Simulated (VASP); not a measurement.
A run of VASP 6.6.1 is set up as follows.

INCAR

```
ALGO = Normal
EDIFF = 1E-6
ENCUT = 520
GGA = PS
ISIF = 2
ISMEAR = 1
LASPH = True
LCHARG = True
LELF = True
LREAL = False
LVHAR = True
LWAVE = False
NBANDS = 56
NELM = 100
PREC = Accurate
SIGMA = 0.05
```

KPOINTS

```
k-points
0
Gamma
  5 5 5
```

File POSCAR:

```
Yb
1.0
    5.0738245560      0.0000000000      0.0000000000
    0.0000000000      5.0738245560      0.0000000000
    0.0000000000      0.0000000000      5.0738245560
Yb
4
Direct
    0.0000000000      0.0000000000      0.0000000000
    0.0000000000      0.5000000000      0.5000000000
    0.5000000000      0.0000000000      0.5000000000
    0.5000000000      0.5000000000      0.0000000000
```

Potentials or basis: VASP PAW PBE potentials, release 64 (Yb).

Launch:

```bash
$ cat potpaw_PBE.64/Yb/POTCAR > POTCAR
$ mpirun -np 1 vasp_std > vasp.out
```

Question: What does it give for the pressure?

Answer: 0.2 GPa.

Question: What does it give for the band gap on the k mesh?

Answer: Zero (band 48 reaches 1.71 eV, above the bottom of band 49 at 1.68 eV).

Caveat: the PAW data sets were made with another functional, which shifts forces and pressure a little; spin-orbit coupling is left out, which moves the levels of the heavy elements. Spin polarisation is off, so any magnetic state and its effect on volume and gap are missing.
